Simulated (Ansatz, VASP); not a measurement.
MgB2: VASP beside Ansatz

The input INCAR:

```
SYSTEM = MgB2
PREC = Accurate
ENCUT = 520
EDIFF = 1E-7
ISMEAR = -1
SIGMA = 0.05
LREAL = .False.
LASPH = .True.
NELM = 60
ALGO = Normal
ISIF = 2
LWAVE = .False.
LCHARG = .True.
LELF = .True.
LVHAR = .True.
NBANDS = 11
```

File KPOINTS:

```
Automatic mesh
0
Gamma
  12 12 9
  0 0 0
```

File POSCAR:

```
MgB2
1.0
    3.0850007055      0.0462750106      0.0462750106
   -1.5024250181      2.6485514764      0.0169378294
    0.0528450000      0.0528450000      3.5230000000
Mg B
1 2
Direct
    0.0000000000      0.0000000000      0.0000000000
    0.3333333333      0.6666666667      0.5000000000
    0.6666666667      0.3333333333      0.5000000000
```

Input for Ansatz:

```yaml
crystal:
  lattice:
    - [3.0850007055, 0.0462750106, 0.0462750106]
    - [-1.5024250181, 2.6485514764, 0.0169378294]
    - [0.052845, 0.052845, 3.523]
  atoms:
    - { symbol: Mg, position: [0.0, 0.0, 0.0] }
    - { symbol: B, position: [0.3333333333, 0.6666666667, 0.5] }
    - { symbol: B, position: [0.6666666667, 0.3333333333, 0.5] }
kpoints:
  mp_grid: { grid: [12, 12, 9] }
  band_path:
    path:
      - [0.0, 0.0, 0.0]
      - [0.0, -0.5, 0.0]
      - [0.0, 0.0, 0.5]
      - [0.0, 0.0, 0.0]
      - [-0.5, 0.0, 0.0]
      - [-0.5, 0.5, -0.5]
      - [0.0, 0.0, 0.0]
      - [-0.5, 0.0, -0.5]
      - [-0.5, 0.5, 0.0]
    npoints: 5
scf:
  occupations: { method: fermi_dirac, width: 0.05 }
hamiltonian:
  xc: lda
  pseudopotentials: { kind: all_electron, lapw: { basis_error: 0.0005 } }
output:
  forces: true
  stress: true
  eigenvalues: true
```

Change from the starting cell: equal xy, yz and zx shear strains of +3 %.

Alike in both runs: task single point; functional LDA; k mesh 12 × 12 × 9; occupations fermi-dirac, width 0.05 eV; no spin polarisation.

|  | VASP | Ansatz |
| --- | --- | --- |
| version | VASP 6.6.1 | Ansatz 0.2.0 |
| potentials or method | VASP PAW LDA potentials, release 64 (Mg, B), cutoff 520 eV | all-electron LAPW, scalar-relativistic |

|  | VASP | Ansatz | Ansatz less VASP |
| --- | --- | --- | --- |
| pressure (GPa) | -7.9 | -7.3 | +0.58 |
| traceless stress, the component that is largest in VASP (GPa) | -5.67 | -5.66 | +0.002 |
| rms of the force components (eV/Å) | 0.030 | 0.030 | -0.0003 |

LDA's correlation is that of Perdew and Zunger in VASP and of Perdew and Wang (1992) in Ansatz. Atom by atom the forces differ by 0.000 eV/Å (rms over components). Ansatz ran all-electron here, and VASP with PAW potentials.
